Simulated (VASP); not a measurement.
# Si2Ni (Fm-3m) in VASP: a series of runs

Si2Ni is run at these levels: PBEsol; tasks: single point, relaxation of cell and atoms.

Program: VASP 6.6.1. These are calculated values, not measurements. Logs are shortened: lines on timing, memory, paths and dates and some standing lists are left out, and cuts for length are marked.

**1. The cell of the first run**

Symmetry: Fm-3m, No. 225, cubic system. Conventional cell: a = 5.391 Å, b = 5.391 Å, c = 5.391 Å, α = 90.00°, β = 90.00°, γ = 90.00°. Si (site symmetry -43m) has 4 Ni at 2.33 Å and 6 Si at 2.70 Å within 3.1 Å. Within 3.1 Å of Ni (site symmetry m-3m) lie 8 Si at 2.33 Å.

**2. Single point, PBEsol**

INCAR reads:

```
ALGO = Normal
EDIFF = 1E-6
ENCUT = 520
GGA = PS
ISIF = 2
ISMEAR = 0
LASPH = True
LCHARG = False
LREAL = False
LWAVE = False
NBANDS = 16
NELM = 100
PREC = Accurate
SIGMA = 0.1
```

KPOINTS reads:

```
k-points
0
Gamma
  14 14 14
```

POSCAR reads:

```
Si2Ni
1.0
    0.0000000000      2.6957444840      2.6957444840
    2.6957444840      0.0000000000      2.6957444840
    2.6957444840      2.6957444840      0.0000000000
Si Ni
2 1
Direct
    0.2500000000      0.2500000000      0.2500000000
    0.7500000000      0.7500000000      0.7500000000
    0.0000000000      0.0000000000      0.0000000000
```

Potentials or basis: VASP PAW PBE potentials, release 64 (Si, Ni).

On the command line:

```
$ cat potpaw_PBE.64/Si/POTCAR potpaw_PBE.64/Ni/POTCAR > POTCAR
$ mpirun -np 1 vasp_std > vasp.out
```

OUTCAR:

```text
EDIFF = 1E-6
   ENCUT = 520
   GGA = PS
   ISIF = 2
   ISMEAR = 0
   LASPH = True
   LREAL = False
   NELM = 100
   PREC = Accurate

 ion  position               nearest neighbor table
   1  0.250  0.250  0.250-   3 2.33   3 2.33   3 2.33   3 2.33   2 2.70   2 2.70   2 2.70   2 2.70
                             2 2.70   2 2.70
   2  0.750  0.750  0.750-   3 2.33   3 2.33   3 2.33   3 2.33   1 2.70   1 2.70   1 2.70   1 2.70
                             1 2.70   1 2.70
   3  0.000  0.000  0.000-   2 2.33   2 2.33   2 2.33   1 2.33   1 2.33   1 2.33   2 2.33   1 2.33

  LATTYP: Found a face centered cubic cell.
 ALAT       =     5.3914889680

  Lattice vectors:

 A1 = (   0.0000000000,   2.6957444840,   2.6957444840)
 A2 = (   2.6957444840,   0.0000000000,   2.6957444840)
 A3 = (   2.6957444840,   2.6957444840,   0.0000000000)

Analysis of symmetry for initial positions (statically):
=====================================================================
 Subroutine PRICEL returns:
 Original cell was already a primitive cell.

 Routine SETGRP: Setting up the symmetry group for a
 face centered cubic supercell.

 Subroutine GETGRP returns: Found 48 space group operations
 (whereof 48 operations were pure point group operations)
 out of a pool of 48 trial point group operations.

The static configuration has the point symmetry O_h .

Analysis of symmetry for dynamics (positions and initial velocities):
=====================================================================
 Subroutine PRICEL returns:
 Original cell was already a primitive cell.

 Routine SETGRP: Setting up the symmetry group for a
 face centered cubic supercell.

 Subroutine GETGRP returns: Found 48 space group operations
 (whereof 48 operations were pure point group operations)
 out of a pool of 48 trial point group operations.

The dynamic configuration has the point symmetry O_h .

 Subroutine INISYM returns: Found 48 space group operations
 (whereof 48 operations are pure point group operations),
 and found     1 'primitive' translations

----------------------------------------------------------------------------------------

                                     Primitive cell

  volume of cell :      39.1802

  direct lattice vectors                    reciprocal lattice vectors
     0.000000000  2.695744484  2.695744484    -0.185477519  0.185477519  0.185477519
     2.695744484  0.000000000  2.695744484     0.185477519 -0.185477519  0.185477519
     2.695744484  2.695744484  0.000000000     0.185477519  0.185477519 -0.185477519

  length of vectors
     3.812358410  3.812358410  3.812358410     0.321256487  0.321256487  0.321256487

  position of ions in fractional coordinates (direct lattice)
     0.250000000  0.250000000  0.250000000
     0.750000000  0.750000000  0.750000000
     0.000000000  0.000000000  0.000000000

  ion indices of the primitive-cell ions
   primitive index   ion index
                 1           1
                 2           2
                 3           3

----------------------------------------------------------------------------------------

 KPOINTS: k-points

Automatic generation of k-mesh.
 Grid dimensions read from file:
 generate k-points for:   14   14   14

 Generating k-lattice:

  Cartesian coordinates                     Fractional coordinates (reciprocal lattice)
    -0.013248394  0.013248394  0.013248394     0.071428571  0.000000000  0.000000000
     0.013248394 -0.013248394  0.013248394     0.000000000  0.071428571  0.000000000
     0.013248394  0.013248394 -0.013248394     0.000000000  0.000000000  0.071428571

  Length of vectors
     0.022946892  0.022946892  0.022946892

  Shift w.r.t. Gamma in fractional coordinates (k-lattice)
     0.000000000  0.000000000  0.000000000

 Subroutine IBZKPT returns following result:
 ===========================================

 Found    104 irreducible k-points:

 Following reciprocal coordinates:
            Coordinates               Weight
  0.000000  0.000000  0.000000      1.000000
  0.071429  0.000000  0.000000      8.000000
  0.142857  0.000000  0.000000      8.000000
  0.214286  0.000000  0.000000      8.000000
  0.285714  0.000000  0.000000      8.000000
  0.357143  0.000000  0.000000      8.000000
[... 16 lines left out ...]
  0.214286  0.142857  0.000000     24.000000
  0.285714  0.142857  0.000000     24.000000
 [... further k-points ...]
   k-points           NKPTS =    104   k-points in BZ     NKDIM =    104   number of bands    NBANDS=     16
   number of dos      NEDOS =    301   number of ions     NIONS =      3
   total plane-waves  NPLWV =  21952
   dimension x,y,z NGX =    28 NGY =   28 NGZ =   28
   dimension x,y,z NGXF=    56 NGYF=   56 NGZF=   56
   ions per type =               2   1
   NGX,Y,Z   is equivalent  to a cutoff of  12.21, 12.21, 12.21 a.u.
   NGXF,Y,Z  is equivalent  to a cutoff of  24.42, 24.42, 24.42 a.u.
 SYSTEM =  unknown system
   PREC   = accura    normal or accurate (medium, high low for compatibility)
   ISTART =      0    job   : 0-new  1-cont  2-samecut
   ICHARG =      2    charge: 1-file 2-atom 10-const
   ISPIN  =      1    spin polarized calculation?
   LNONCOLLINEAR =      F non collinear calculations
   LSORBIT =      F    spin-orbit coupling
   LASPH  =      T    aspherical Exc in radial PAW
   ENCUT  =  520.0 eV  38.22 Ry    6.18 a.u.   7.09  7.09  7.09*2*pi/ulx,y,z
   NELM   =    100;   NELMIN=  2; NELMDL= -5     # of ELM steps
   EDIFF  = 0.1E-05   stopping-criterion for ELM
   LREAL  =      F    real-space projection
   EDIFFG = 0.1E-04   stopping-criterion for IOM
   NSW    =      0    number of steps for IOM
   IBRION =     -1    ionic relax: 0-MD 1-quasi-New 2-CG
   NFREE  =      0    steps in history (QN), initial steepest desc. (CG)
   ISIF   =      2    stress and relaxation
   ISYM   =      2    0-nonsym 1-usesym 2-fastsym
   POTIM  = 0.5000    time-step for ionic-motion
   TEBEG  =    0.0;   TEEND  =   0.0 temperature during run
   PSTRESS=    0.0 pullay stress
   NELECT =      18.0000    total number of electrons
   NUPDOWN=      -1.0000    fix difference up-down
   EMIN   =  10.00;   EMAX   =-10.00  energy-range for DOS
   EFERMI =   0.00;   METHOD = LEGACY
   ISMEAR =     0;   SIGMA  =   0.10  broadening in eV -4-tet -1-fermi 0-gaus
   EFERMI_NEDOS =   21; number of points for ismear=-14 and -15
   IALGO  =     38    algorithm
   IMIX   =      4    mixing-type and parameters
     AMIX     =   0.40;   BMIX     =  1.00
     AMIX_MAG =   1.60;   BMIX_MAG =  1.00
  volume/ion in A,a.u.               =      13.06        88.13
  Fermi-wavevector in a.u.,A,eV,Ry     =   1.263214  2.387128 21.710948  1.595710
  Thomas-Fermi vector in A             =   2.396582
   LORBIT       =      0    0 simple, 1 ext, 2 COOP (PROOUT), +10 PAW based schemes
   GGA     = PS    functional components
   LHFCALC =     F    Hartree Fock is set to
   AEXX    =    0.0000 exact exchange contribution
   IVDW    =     0    specifies the selected vdW correction
   LEPSILON=     F    determine dielectric tensor
   LRPA    =     F    only Hartree local field effects (RPA)
 non-spin polarized calculation
 Gauss-broadening in eV      SIGMA  =   0.10
  energy-cutoff  :      520.00
  volume of cell :       39.18
 maximum number of plane-waves:      1067
   NGX = 15   NGY = 15   NGZ = 15

 number of electron      17.9999996 magnetization

 Free energy of the ion-electron system (eV)
  ---------------------------------------------------
  ext. energy  EPLUGINS =         0.00000000
  ---------------------------------------------------
  free energy    TOTEN  =       -18.98370271 eV

  energy without entropy =      -18.97935037  energy(sigma->0) =      -18.98152654

 E-fermi :  10.5290     XC(G=0): -11.7351

 val. band max:       10.4743811544   @ k =  -0.0714   0.0714   0.0000
 cond. band min:      10.5549954227   @ k =  -0.2143   0.1429   0.0000
 fundamental gap:      0.0806142683
 Fermi energy:        10.5290122036

 k-point     1 :       0.0000    0.0000    0.0000
  band No.  band energies     occupation
      1      -3.4490      2.00000
      2       5.2164      2.00000
      3       5.2164      2.00000
      4       5.2164      2.00000
      5       6.9220      2.00000
      6       6.9220      2.00000
[... 8 lines left out ...]
     15      15.2076      0.00000
     16      15.2076      0.00000

 k-point     2 :       0.0714    0.0000    0.0000
  band No.  band energies     occupation
      1      -3.3728      2.00000
      2       5.0644      2.00000
      3       5.2408      2.00000
      4       5.2408      2.00000
      5       6.9072      2.00000
      6       6.9072      2.00000
[... 8 lines left out ...]
     15      14.8905      0.00000
     16      15.0622      0.00000

 k-point     3 :       0.1429    0.0000    0.0000
  band No.  band energies     occupation
      1      -3.1449      2.00000
      2       4.6296      2.00000
      3       5.3093      2.00000
      4       5.3093      2.00000
      5       6.8720      2.00000
      6       6.8720      2.00000
[... 8 lines left out ...]
     15      14.7238      0.00000
     16      15.0959      0.00000

 k-point     4 :       0.2143    0.0000    0.0000
  band No.  band energies     occupation
      1      -2.7685      2.00000
      2       3.9544      2.00000
      3       5.4070      2.00000
      4       5.4070      2.00000
      5       6.8424      2.00000
      6       6.8424      2.00000
[... 8 lines left out ...]
     15      15.4215      0.00000
     16      16.1247      0.00000
[... 324 lines left out ...]
 k-point    22 :       0.1429    0.1429    0.0000
  band No.  band energies     occupation
      1      -3.0437      2.00000
      2       4.6887      2.00000
      3       5.2579      2.00000
      4       5.2579      2.00000
      5       6.6572      2.00000
      6       6.9971      2.00000
[... 8 lines left out ...]
     15      15.8779      0.00000
     16      15.8779      0.00000

 k-point    23 :       0.2143    0.1429    0.0000
  band No.  band energies     occupation
      1      -2.7674      2.00000
      2       4.3172      2.00000
      3       5.3020      2.00000
      4       5.3274      2.00000
      5       6.5094      2.00000
      6       7.0256      2.00000
[... 8 lines left out ...]
     15      16.5671      0.00000
     16      16.6698      0.00000

 k-point    24 :       0.2857    0.1429    0.0000
  band No.  band energies     occupation
      1      -2.3450      2.00000
      2       3.6973      2.00000
      3       5.3795      2.00000
      4       5.4213      2.00000
      5       6.3855      2.00000
      6       7.0546      2.00000
[... 8 lines left out ...]
     15      17.5563      0.00000
     16      17.8019      0.00000

 [... further k-points ...]

------------------------ aborting loop because EDIFF is reached ----------------------------------------

  FORCE on cell =-STRESS in cart. coord.  units (eV):
  Direction    XX          YY          ZZ          XY          YZ          ZX
  --------------------------------------------------------------------------------------
  -------------------------------------------------------------------------------------
  Total        0.0161050      0.0161050      0.0161050      0.0000000      0.0000000     -0.0000000
  in kB        0.6585742      0.6585742      0.6585742      0.0000000      0.0000000     -0.0000000
  external PRESSURE =       0.6585742 kB  Pullay stress =       0.0000000 kB

 VOLUME and BASIS-vectors are now :
 -----------------------------------------------------------------------------
  energy-cutoff  :      520.00
  volume of cell :       39.18
      direct lattice vectors                 reciprocal lattice vectors
     0.000000000  2.695744484  2.695744484    -0.185477519  0.185477519  0.185477519
     2.695744484  0.000000000  2.695744484     0.185477519 -0.185477519  0.185477519
     2.695744484  2.695744484  0.000000000     0.185477519  0.185477519 -0.185477519

 POSITION                                       TOTAL-FORCE (eV/Angst)
 -----------------------------------------------------------------------------------
      1.34787      1.34787      1.34787        -0.000000     -0.000000     -0.000000
      4.04362      4.04362      4.04362         0.000000      0.000000      0.000000
      0.00000      0.00000      0.00000         0.000000      0.000000      0.000000
 -----------------------------------------------------------------------------------
    total drift:                               -0.000000     -0.000000      0.000000

  FREE ENERGIE OF THE ION-ELECTRON SYSTEM (eV)
  ---------------------------------------------------
  free  energy   TOTEN  =       -18.9837027108 eV

  energy  without entropy=      -18.9793503665  energy(sigma->0) =      -18.98152654
```

Run time: 52 s. Hardware: 1 thread of Intel Xeon Platinum 8259CL at 2.50GHz (Skylake/Cascade Lake), shared host; peak memory 0.2 GiB.

What came out:

```
Free energy            : -18.9837 eV
Pressure               : 0.1 GPa
Band gap on the k mesh : zero (bands 9 and 10 overlap by 2.13 eV)
```

Levels at points of the mesh, in eV from the Fermi level:
```csv
k point,band 7,band 8,band 9,band 10,band 11,band 12
"(0.00, 0.00, 0.00)",-0.25,1.68,1.68,1.68,2.19,2.19
"(0.50, 0.00, 0.00)",-3.42,-1.51,-1.51,1.71,1.77,1.77
"(0.50, 0.50, 0.00)",-3.71,-3.54,-3.20,-0.45,1.28,7.71
```

Caveat: the PAW data sets were made with another functional, which shifts forces and pressure a little. Spin polarisation is off, so any magnetic state and its effect on volume and gap are missing.

**3. Relaxation of cell and atoms, PBEsol**

This run uses another cell than the first one, of 13.47 Å³/atom.

INCAR reads:

```
SYSTEM = Si2Ni
PREC     = Accurate       ! precision mode
ENCUT    = 600            ! plane-wave cutoff, eV
EDIFF    = 1E-6           ! SCF threshold, eV
ISMEAR   = 0              ! smearing method
SIGMA    = 0.1            ! smearing width, eV
LREAL    = .FALSE.        ! projectors in reciprocal space
LASPH    = .TRUE.         ! aspherical terms in the spheres
NELM     = 100            ! most SCF steps
ALGO     = Normal         ! electronic algorithm
ISIF     = 3              ! what is computed and relaxed
LWAVE    = .FALSE.        ! write WAVECAR
LCHARG   = .FALSE.        ! write CHGCAR
GGA      = PS             ! functional
IBRION   = 2              ! ionic algorithm
NSW      = 70             ! ionic steps
EDIFFG   = -0.005         ! ionic threshold
```

KPOINTS reads:

```
Automatic mesh
0
G
  14 14 14
  0 0 0
```

POSCAR reads:

```
Si2Ni
1.0
    0.0000000000      2.7234321187      2.7234321187
    2.7234321187      0.0000000000      2.7234321187
    2.7234321187      2.7234321187      0.0000000000
Si Ni
2 1
Direct
    0.2500000000      0.2500000000      0.2500000000
    0.7500000000      0.7500000000      0.7500000000
    0.0000000000      0.0000000000      0.0000000000
```

Potentials or basis: VASP PAW PBE potentials, release 64 (Si, Ni).

On the command line:

```
$ cat potpaw_PBE.64/Si/POTCAR potpaw_PBE.64/Ni/POTCAR > POTCAR
$ mpirun -np 1 vasp_std > vasp.out
```

Wall time 1.7 min (1 thread of Intel Xeon Platinum 8259CL at 2.50GHz (Skylake/Cascade Lake), shared host); peak memory 0.23 GiB.

Results (log left out):

```yaml
Free_energy: -18.9839 eV
Relaxed_volume: 13.07 Å³/atom
Relaxed_cell: a = 3.813 Å, b = 3.813 Å, c = 3.813 Å, α = 60.00°, β = 60.00°, γ = 60.00°
Space_group_after_relaxing_to_0.1_Å: Fm-3m (No. 225)
Energy_gained_by_relaxing: 5.7 meV/atom
Ionic_steps: 3
Pressure_after_relaxing: -0.1 GPa
Band_gap_on_the_k_mesh: zero (bands 9 and 10 overlap by 2.13 eV)
```

Step by step:
```
step  energy change (eV)  largest force (eV/Å)  pressure (GPa)  volume (Å³)
   1              0.0000                0.0000           -4.59        40.40
   2             -0.0033                0.0000            4.61        38.19
   3             -0.0170                0.0000           -0.05        39.21
```

Final structure:
```xyz
3
Lattice="0.0000 2.6964 2.6964 2.6964 0.0000 2.6964 2.6964 2.6964 0.0000" Properties=species:S:1:pos:R:3 pbc="T T T"
Si    1.3482    1.3482    1.3482
Si    4.0446    4.0446    4.0446
Ni    0.0000    0.0000    0.0000
```

Levels at points of the mesh, in eV from the Fermi level:
```tsv
k point	band 5	band 6	band 7	band 8	band 9	band 10	band 11	band 12	band 13
(0.00, 0.00, 0.00)	-3.60	-3.60	-0.26	1.68	1.68	1.68	2.20	2.20	2.20
(0.50, 0.00, 0.00)	-3.81	-3.42	-3.42	-1.51	-1.51	1.71	1.77	1.77	2.61
(0.50, 0.50, 0.00)	-4.61	-3.70	-3.70	-3.53	-3.19	-0.45	1.29	7.71	8.33
```

Caveat: the PAW data sets were made with another functional, which shifts forces and pressure a little.
